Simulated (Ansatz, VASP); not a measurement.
## Be in VASP and in Ansatz

Contents of INCAR:

```
SYSTEM = Be
PREC = Accurate ; ENCUT = 600
EDIFF = 1E-6 ; ISMEAR = 0
SIGMA = 0.05 ; LREAL = .FALSE.
LASPH = .TRUE. ; NELM = 100
ALGO = Normal ; ISIF = 3
LWAVE = .FALSE. ; LCHARG = .FALSE.
GGA = PE ; IBRION = 2
NSW = 80 ; EDIFFG = -0.01
```

Contents of KPOINTS:

```
Automatic mesh
0
G
  16 16 10
  0 0 0
```

The input POSCAR:

```
Be
1.0
    2.2900000000      0.0000000000      0.0000000000
   -1.1450000000      1.9831981747      0.0000000000
    0.0000000000      0.0000000000      3.5884300000
Be
2
Direct
    0.3333333333      0.6666666667      0.7500000000
    0.6666666667      0.3333333333      0.2500000000
```

Input for Ansatz:

```yaml
crystal:
  lattice:
    - [2.29, 0.0, 0.0]
    - [-1.145, 1.9831981747, 0.0]
    - [0.0, 0.0, 3.58843]
  atoms:
    - { symbol: Be, position: [0.3333333333, 0.6666666667, 0.75] }
    - { symbol: Be, position: [0.6666666667, 0.3333333333, 0.25] }
basis:
  ecutwfc: 420
  ecutrho_ratio: 4
kpoints:
  mp_grid: { grid: [16, 16, 10] }
hamiltonian:
  xc: pbe
scf:
  occupations: { method: gaussian, width: 0.05 }
output:
  forces: true
  stress: true
  eigenvalues: true
relax:
  f_tol: 0.01
  max_steps: 60
  cell: { stress_tol: 0.04 }
```

Alike in both runs: task relaxation of cell and atoms; functional PBE; k mesh 16 × 16 × 10; occupations gaussian, width 0.05 eV; no spin polarisation.

```csv
,VASP,Ansatz
version,VASP 6.6.1,Ansatz 0.2.0
potentials or method,"VASP PAW PBE potentials, release 64 (Be), cutoff 600 eV","scalar-relativistic, plane waves, PAW"
valence electrons in the cell,4,4
```

Ansatz gave:

```
gap on the k mesh at the Fermi level, each at its own relaxed structure (eV) : none
relaxed volume (Å³/atom)                                                     : 7.91
relaxed cell length with the largest relative difference (Å)                 : 2.266
```

Problem. Estimate VASP's values.

Solution. gap on the k mesh at the Fermi level, each at its own relaxed structure (eV): none; relaxed volume (Å³/atom): 7.92; relaxed cell length with the largest relative difference (Å): 2.266.

A gap of «none» marks a metal or a gap that the smearing closes.
